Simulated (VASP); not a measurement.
The system is B.

```
B
1.0
     2.06222    0.00000    0.00000
    -1.03111    1.78593    0.00000
     0.00000    0.00000    1.92689
B
1
Direct
  0.00000 0.00000 0.00000
```

* Program: VASP 6.6.1
* Task: relaxation of cell and atoms
* Functional: r2SCAN
* Potentials or basis: VASP PAW PBE potentials, release 64 (B)
* Cutoff: 600 eV
* k mesh: 9 × 9 × 8
* Occupations: gaussian, width 0.1 eV
* Spin: no spin polarisation

At the start: pressure -13.5 GPa; volume 7.10 Å³/atom.

Task: How do energy, volume and symmetry change on relaxing?

Result: Over 8 steps the energy falls by 276.9 meV/atom and the volume is 6.51 Å³/atom (-8.3 %); space group P6/mmm (No. 191, to 0.05 Å).

Step by step:
| step | energy change (eV) | largest force (eV/Å) | pressure (GPa) | volume (Å³) |
| --- | --- | --- | --- | --- |
| 1 | 0.0000 | 0.0000 | -13.46 | 7.10 |
| 2 | -0.1287 | 0.0000 | -5.07 | 6.49 |
| 3 | -0.1745 | 0.0000 | 28.40 | 5.80 |
| 4 | -0.2130 | 0.0000 | 33.63 | 5.84 |
| 5 | -0.2165 | 0.0000 | 32.26 | 5.84 |
| 6 | -0.2696 | 0.0000 | 10.11 | 6.26 |
| 7 | -0.2769 | 0.0000 | -0.85 | 6.54 |
| 8 | -0.2769 | 0.0000 | 0.15 | 6.51 |

Final structure:
```
B
1.0
     1.83602    0.00000    0.00000
    -0.91801    1.59004    0.00000
     0.00000    0.00000    2.23015
B
1
Direct
  0.00000 0.00000 0.00000
```

Caveat: the k points lie up to 0.44 Å⁻¹ apart in the final cell; the PAW data sets were made with another functional, which shifts forces and pressure a little.
